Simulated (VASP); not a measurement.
# MgH2 (P4_2/mnm) in VASP: a series of runs

Aim: see how the results for MgH2 move with the level of theory and the settings. Levels: PBEsol, LDA. Tasks: relaxation of cell and atoms.

Everything below comes from runs of VASP 6.6.1. Logs are shortened: lines on timing, memory, paths and dates and some standing lists are left out, and cuts for length are marked.

### Step 1. The cell of the first run

The structure is tetragonal, space group P4_2/mnm (No. 136). Conventional cell: a = 4.518 Å, b = 4.518 Å, c = 3.012 Å, α = 90.00°, β = 90.00°, γ = 90.00°. Within 2.6 Å of Mg (site symmetry mmm) lie 6 H at 1.95 to 1.96 Å. Within 2.6 Å of H (site symmetry m2m) lie 3 Mg at 1.95 to 1.96 Å and 1 H at 2.50 Å.

### Step 2. Relaxation of cell and atoms, PBEsol

INCAR

```
SYSTEM = MgH2
PREC     = Accurate       ! precision mode
ENCUT    = 600            ! plane-wave cutoff, eV
EDIFF    = 1E-7           ! SCF threshold, eV
ISMEAR   = -1             ! smearing method
SIGMA    = 0.02           ! smearing width, eV
LREAL    = .False.        ! projectors in reciprocal space
LASPH    = .True.         ! aspherical terms in the spheres
NELM     = 60             ! most SCF steps
ALGO     = Normal         ! electronic algorithm
ISIF     = 3              ! what is computed and relaxed
LWAVE    = .False.        ! write WAVECAR
LCHARG   = .False.        ! write CHGCAR
GGA      = PS             ! functional
IBRION   = 2              ! ionic algorithm
NSW      = 80             ! ionic steps
EDIFFG   = -0.005         ! ionic threshold
```

KPOINTS

```
Automatic mesh
0
Gamma
  6 6 8
  0 0 0
```

POSCAR

```
MgH2
1.0
    4.5178551155      0.0000000000      0.0000000000
    0.0000000000      4.5178551155      0.0000000000
    0.0000000000      0.0000000000      3.0120664636
Mg H
2 4
Direct
    0.0000000000      0.0000000000      0.0000000000
    0.5000000000      0.5000000000      0.5000000000
    0.3044392696      0.3044392696      0.0000000000
    0.1955607304      0.8044392696      0.5000000000
    0.6955607304      0.6955607304      0.0000000000
    0.8044392696      0.1955607304      0.5000000000
```

Potentials or basis: VASP PAW PBE potentials, release 64 (Mg, H).

Command:

```bash
cat potpaw_PBE.64/Mg/POTCAR potpaw_PBE.64/H/POTCAR > POTCAR
mpirun -np 1 vasp_std > vasp.out
```

OUTCAR:

```text
SYSTEM = MgH2
   PREC = Accurate
   ENCUT = 600
   EDIFF = 1E-7
   ISMEAR = -1
   LREAL = .False.
   LASPH = .True.
   NELM = 60
   ISIF = 3
   GGA = PS
   IBRION = 2
   NSW = 80
   EDIFFG = -0.005

 ion  position               nearest neighbor table
   1  0.000  0.000  0.000-   3 1.95   5 1.95   4 1.96   6 1.96   4 1.96   6 1.96   2 3.53   2 3.53
                             2 3.53   2 3.53   2 3.53   2 3.53   2 3.53   2 3.53
   2  0.500  0.500  0.500-   4 1.95   6 1.95   5 1.96   3 1.96   3 1.96   5 1.96   1 3.53   1 3.53
                             1 3.53   1 3.53   1 3.53   1 3.53   1 3.53   1 3.53
   3  0.304  0.304  0.000-   1 1.95   2 1.96   2 1.96
   4  0.196  0.804  0.500-   2 1.95   1 1.96   1 1.96
   5  0.696  0.696  0.000-   1 1.95   2 1.96   2 1.96
   6  0.804  0.196  0.500-   2 1.95   1 1.96   1 1.96

  LATTYP: Found a simple tetragonal cell.
 ALAT       =     4.5178551155
 C/A-ratio  =     0.6667027575

  Lattice vectors:

 A1 = (   4.5178551155,   0.0000000000,   0.0000000000)
 A2 = (   0.0000000000,   4.5178551155,   0.0000000000)
 A3 = (   0.0000000000,   0.0000000000,   3.0120664636)

Analysis of symmetry for initial positions (statically):
=====================================================================
 Subroutine PRICEL returns:
 Original cell was already a primitive cell.

 Routine SETGRP: Setting up the symmetry group for a
 simple tetragonal supercell.

 Subroutine GETGRP returns: Found 16 space group operations
 (whereof  8 operations were pure point group operations)
 out of a pool of 16 trial point group operations.

The static configuration has the point symmetry D_2h.
 The point group associated with its full space group is D_4h.

Analysis of symmetry for dynamics (positions and initial velocities):
=====================================================================
 Subroutine PRICEL returns:
 Original cell was already a primitive cell.

 Routine SETGRP: Setting up the symmetry group for a
 simple tetragonal supercell.

 Subroutine GETGRP returns: Found 16 space group operations
 (whereof  8 operations were pure point group operations)
 out of a pool of 16 trial point group operations.

The dynamic configuration has the point symmetry D_2h.
 The point group associated with its full space group is D_4h.

 Subroutine INISYM returns: Found 16 space group operations
 (whereof  8 operations are pure point group operations),
 and found     1 'primitive' translations

----------------------------------------------------------------------------------------

                                     Primitive cell

  volume of cell :      61.4793

  direct lattice vectors                    reciprocal lattice vectors
     4.517855115  0.000000000  0.000000000     0.221343973  0.000000000  0.000000000
     0.000000000  4.517855115  0.000000000     0.000000000  0.221343973  0.000000000
     0.000000000  0.000000000  3.012066464     0.000000000  0.000000000  0.331997986

  length of vectors
     4.517855115  4.517855115  3.012066464     0.221343973  0.221343973  0.331997986

  position of ions in fractional coordinates (direct lattice)
     0.000000000  0.000000000  0.000000000
     0.500000000  0.500000000  0.500000000
     0.304439270  0.304439270  0.000000000
     0.195560730  0.804439270  0.500000000
     0.695560730  0.695560730  0.000000000
     0.804439270  0.195560730  0.500000000

  ion indices of the primitive-cell ions
   primitive index   ion index
                 1           1
                 2           2
                 3           3
                 4           4
                 5           5
                 6           6

----------------------------------------------------------------------------------------

 KPOINTS: Automatic mesh

Automatic generation of k-mesh.
 Grid dimensions read from file:
 generate k-points for:    6    6    8

 Generating k-lattice:

  Cartesian coordinates                     Fractional coordinates (reciprocal lattice)
     0.036890662  0.000000000  0.000000000     0.166666667  0.000000000  0.000000000
     0.000000000  0.036890662  0.000000000     0.000000000  0.166666667  0.000000000
     0.000000000  0.000000000  0.041499748     0.000000000  0.000000000  0.125000000

  Length of vectors
     0.036890662  0.036890662  0.041499748

  Shift w.r.t. Gamma in fractional coordinates (k-lattice)
     0.000000000  0.000000000  0.000000000

 Subroutine IBZKPT returns following result:
 ===========================================

 Found     50 irreducible k-points:

 Following reciprocal coordinates:
            Coordinates               Weight
  0.000000  0.000000  0.000000      1.000000
  0.166667  0.000000  0.000000      4.000000
  0.333333  0.000000  0.000000      4.000000
  0.500000  0.000000  0.000000      2.000000
  0.166667  0.166667  0.000000      4.000000
  0.333333  0.166667  0.000000      8.000000
[... 16 lines left out ...]
  0.333333  0.000000  0.250000      8.000000
  0.500000  0.000000  0.250000      4.000000
 [... further k-points ...]
   k-points           NKPTS =     50   k-points in BZ     NKDIM =     50   number of bands    NBANDS=      8
   number of dos      NEDOS =    301   number of ions     NIONS =      6
   total plane-waves  NPLWV =  31104
   dimension x,y,z NGX =    36 NGY =   36 NGZ =   24
   dimension x,y,z NGXF=    72 NGYF=   72 NGZF=   48
   ions per type =               2   4
   NGX,Y,Z   is equivalent  to a cutoff of  13.25, 13.25, 13.25 a.u.
   NGXF,Y,Z  is equivalent  to a cutoff of  26.49, 26.49, 26.49 a.u.
 SYSTEM =  MgH2
   PREC   = accura    normal or accurate (medium, high low for compatibility)
   ISTART =      0    job   : 0-new  1-cont  2-samecut
   ICHARG =      2    charge: 1-file 2-atom 10-const
   ISPIN  =      1    spin polarized calculation?
   LNONCOLLINEAR =      F non collinear calculations
   LSORBIT =      F    spin-orbit coupling
   LASPH  =      T    aspherical Exc in radial PAW
   ENCUT  =  600.0 eV  44.10 Ry    6.64 a.u.   9.02  9.02  6.02*2*pi/ulx,y,z
   NELM   =     60;   NELMIN=  2; NELMDL= -5     # of ELM steps
   EDIFF  = 0.1E-06   stopping-criterion for ELM
   LREAL  =      F    real-space projection
   EDIFFG = -.5E-02   stopping-criterion for IOM
   NSW    =     80    number of steps for IOM
   IBRION =      2    ionic relax: 0-MD 1-quasi-New 2-CG
   NFREE  =      1    steps in history (QN), initial steepest desc. (CG)
   ISIF   =      3    stress and relaxation
   ISYM   =      2    0-nonsym 1-usesym 2-fastsym
   POTIM  = 0.5000    time-step for ionic-motion
   TEBEG  =    0.0;   TEEND  =   0.0 temperature during run
   PSTRESS=    0.0 pullay stress
   NELECT =       8.0000    total number of electrons
   NUPDOWN=      -1.0000    fix difference up-down
   EMIN   =  10.00;   EMAX   =-10.00  energy-range for DOS
   EFERMI =   0.00;   METHOD = LEGACY
   ISMEAR =    -1;   SIGMA  =   0.02  broadening in eV -4-tet -1-fermi 0-gaus
   EFERMI_NEDOS =   21; number of points for ismear=-14 and -15
   IALGO  =     38    algorithm
   IMIX   =      4    mixing-type and parameters
     AMIX     =   0.40;   BMIX     =  1.00
     AMIX_MAG =   1.60;   BMIX_MAG =  1.00
  volume/ion in A,a.u.               =      10.25        69.15
  Fermi-wavevector in a.u.,A,eV,Ry     =   0.829587  1.567692  9.363721  0.688214
  Thomas-Fermi vector in A             =   1.942159
   LORBIT       =      0    0 simple, 1 ext, 2 COOP (PROOUT), +10 PAW based schemes
   GGA     = PS    functional components
   LHFCALC =     F    Hartree Fock is set to
   AEXX    =    0.0000 exact exchange contribution
   IVDW    =     0    specifies the selected vdW correction
   LEPSILON=     F    determine dielectric tensor
   LRPA    =     F    only Hartree local field effects (RPA)
 conjugate gradient relaxation of ions
 non-spin polarized calculation
  energy-cutoff  :      600.00
  volume of cell :       61.48
 maximum number of plane-waves:      2076
   NGX = 19   NGY = 19   NGZ = 13

--------------------------------------- Ionic step        1  -------------------------------------------

 number of electron       8.0000003 magnetization

 Free energy of the ion-electron system (eV)
  ---------------------------------------------------
  ext. energy  EPLUGINS =         0.00000000
  ---------------------------------------------------
  free energy    TOTEN  =       -17.73681054 eV

  energy without entropy =      -17.73681054  energy(sigma->0) =      -17.73681054

------------------------ aborting loop because EDIFF is reached ----------------------------------------

  FORCE on cell =-STRESS in cart. coord.  units (eV):
  Direction    XX          YY          ZZ          XY          YZ          ZX
  --------------------------------------------------------------------------------------
  -------------------------------------------------------------------------------------
  Total       -0.4381519     -0.4381519     -0.3371908     -0.0000000      0.0000000      0.0000000
  in kB      -11.4184232    -11.4184232     -8.7873355     -0.0000000      0.0000000      0.0000000
  external PRESSURE =     -10.5413939 kB  Pullay stress =       0.0000000 kB
[... 145 lines left out ...]
  energy  without entropy=      -17.7412286137  energy(sigma->0) =      -17.74122861

--------------------------------------- Ionic step        5  -------------------------------------------

 number of electron       8.0000002 magnetization

 E-fermi :  -0.0143     XC(G=0):  -8.6509

 val. band max:       -0.4715631983   @ k =   0.1667   0.1667   0.1250
 cond. band min:       3.1303068001   @ k =   0.3333   0.3333   0.5000
 fundamental gap:      3.6018699984
 Fermi energy:        -0.0143122416

 k-point     1 :       0.0000    0.0000    0.0000
  band No.  band energies     occupation
      1      -7.1316      2.00000
      2      -1.9907      2.00000
      3      -1.9907      2.00000
      4      -0.9318      2.00000
      5       3.9385      0.00000
      6       4.4874      0.00000
      7       8.5928      0.00000
      8       8.5928      0.00000
[... 370 lines left out ...]
  energy  without entropy=      -17.7416184908  energy(sigma->0) =      -17.74161849

--------------------------------------- Ionic step        8  -------------------------------------------

 number of electron       8.0000002 magnetization

 Free energy of the ion-electron system (eV)
  ---------------------------------------------------
  ext. energy  EPLUGINS =         0.00000000
  ---------------------------------------------------
  free energy    TOTEN  =       -17.74163093 eV

  energy without entropy =      -17.74163093  energy(sigma->0) =      -17.74163093

 E-fermi :   0.0055     XC(G=0):  -8.6540

 val. band max:       -0.4533228537   @ k =   0.1667   0.1667   0.0000
 cond. band min:       3.1250182523   @ k =   0.3333   0.3333   0.5000
 fundamental gap:      3.5783411060
 Fermi energy:         0.0055293371

 k-point     1 :       0.0000    0.0000    0.0000
  band No.  band energies     occupation
      1      -7.1302      2.00000
      2      -1.9720      2.00000
      3      -1.9720      2.00000
      4      -0.9121      2.00000
      5       3.9496      0.00000
      6       4.5142      0.00000
      7       8.6368      0.00000
      8       8.6368      0.00000
[... 286 lines left out ...]
  FREE ENERGIE OF THE ION-ELECTRON SYSTEM (eV)
  ---------------------------------------------------
  free  energy   TOTEN  =       -17.7416309350 eV

  energy  without entropy=      -17.7416309350  energy(sigma->0) =      -17.74163093

 reached required accuracy - stopping structural energy minimisation
```

Wall time 2.3 min (1 thread of AMD EPYC 7R13 (Zen 3), shared host); peak memory 0.16 GiB.

Results:

| Property | Result |
| --- | --- |
| Free energy | -17.7416 eV |
| Relaxed volume | 10.02 Å³/atom |
| Relaxed cell | a = 4.473 Å, b = 4.473 Å, c = 3.005 Å, α = 90.00°, β = 90.00°, γ = 90.00° |
| Space group after relaxing (to 0.05 Å) | P4_2/mnm (No. 136) |
| Energy gained by relaxing | 0.8 meV/atom |
| Ionic steps | 8 |
| Pressure after relaxing | 0.0 GPa |
| Largest force after relaxing | 0.004 eV/Å |
| Band gap on the k mesh | 3.58 eV, indirect (least direct gap 4.41 eV) |

Forces in eV/Å, atoms in the order of the input:
```
Mg   0.000  0.000  0.000
Mg   0.000  0.000  0.000
H    0.003  0.003  0.000
H   -0.003  0.003  0.000
H   -0.003 -0.003  0.000
H    0.003 -0.003  0.000
```

The path:
```tsv
step	energy change (eV)	largest force (eV/Å)	pressure (GPa)	volume (Å³)
1	0.0000	0.0009	-1.05	61.48
2	-0.0031	0.0019	-0.57	60.88
3	-0.0044	0.0050	0.00	60.21
4	-0.0044	0.0052	0.03	60.18
5	-0.0046	0.0009	0.02	60.16
6	-0.0048	0.0080	0.00	60.11
7	-0.0048	0.0069	0.01	60.12
8	-0.0048	0.0036	0.00	60.12
```

Final structure:
```
Mg H
1.0
     4.47267    0.00000    0.00000
     0.00000    4.47267    0.00000
     0.00000    0.00000    3.00536
Mg H
2 4
Cartesian
  4.4727 4.4727 3.0054
  2.2363 2.2363 1.5027
  1.3615 1.3615 0.0000
  0.8748 3.5978 1.5027
  3.1112 3.1112 3.0054
  3.5978 0.8748 1.5027
```

Caveat: the PAW data sets were made with another functional, which shifts forces and pressure a little. A k mesh can miss the band edges.

### Step 3. Relaxation of cell and atoms, LDA

INCAR

```
SYSTEM = MgH2
PREC = Accurate
ENCUT = 600
EDIFF = 1E-6
ISMEAR = -1
SIGMA = 0.02
LREAL = .False.
LASPH = .True.
NELM = 80
ALGO = Normal
ISIF = 3
LWAVE = .False.
LCHARG = .False.
GGA = CA
IBRION = 2
NSW = 80
EDIFFG = -0.005
```

KPOINTS is that of step 2.

POSCAR is that of step 2.

Potentials or basis: VASP PAW LDA potentials, release 64 (Mg, H).

Command:

```bash
cat potpaw_LDA.64/Mg/POTCAR potpaw_LDA.64/H/POTCAR > POTCAR
mpirun -np 1 vasp_std > vasp.out
```

Run time: 1.8 min. Hardware: 1 thread of AMD EPYC 7R13 (Zen 3), shared host; peak memory 0.15 GiB.

Results (log left out):

```yaml
Free_energy: -18.8988 eV
Relaxed_volume: 9.65 Å³/atom
Relaxed_cell: a = 4.415 Å, b = 4.415 Å, c = 2.970 Å, α = 90.00°, β = 90.00°, γ = 90.00°
Space_group_after_relaxing_to_0.05_Å: P4_2/mnm (No. 136)
Energy_gained_by_relaxing: 5.9 meV/atom
Ionic_steps: 8
Pressure_after_relaxing: 0.0 GPa
Band_gap_on_the_k_mesh: 3.51 eV, indirect (least direct gap 4.39 eV)
```

The path:
```csv
step,energy change (eV),largest force (eV/Å),pressure (GPa),volume (Å³)
1,0.0000,0.0035,-3.02,61.48
2,-0.0249,0.0081,-1.63,59.78
3,-0.0338,0.0207,-0.14,58.17
4,-0.0338,0.0217,-0.02,58.05
5,-0.0346,0.0086,-0.01,57.99
6,-0.0351,0.0140,0.01,57.87
7,-0.0352,0.0087,0.00,57.88
8,-0.0352,0.0006,-0.01,57.88
```

Final structure:
```xyz
6
Lattice="4.4149 0.0000 0.0000 0.0000 4.4149 0.0000 0.0000 0.0000 2.9696" Properties=species:S:1:pos:R:3 pbc="T T T"
Mg    0.0000    0.0000    0.0000
Mg    2.2075    2.2075    1.4848
H     1.3436    1.3436    0.0000
H     0.8638    3.5511    1.4848
H     3.0713    3.0713    0.0000
H     3.5511    0.8638    1.4848
```

Levels at points of the mesh, in eV from the valence-band top:
```
           k point  band 1  band 2  band 3  band 4  band 5  band 6  band 7  band 8
(0.00, 0.00, 0.00)   -6.92   -1.58   -1.58   -0.48    4.31    4.99    9.17    9.17
(0.50, 0.00, 0.00)   -5.21   -5.21   -0.56   -0.56    5.11    5.11   10.10   10.10
(0.50, 0.50, 0.00)   -4.04   -4.04   -3.04   -3.04    9.16    9.16    9.33    9.33
(0.00, 0.00, 0.50)   -3.33   -3.33   -0.10   -0.10    6.27    6.27    6.57    6.57
(0.50, 0.00, 0.50)   -2.50   -2.50   -1.26   -1.26    5.00    5.00    6.68    6.68
(0.50, 0.50, 0.50)   -2.04   -2.04   -1.09   -1.09    3.62    3.62    3.78    3.78
```
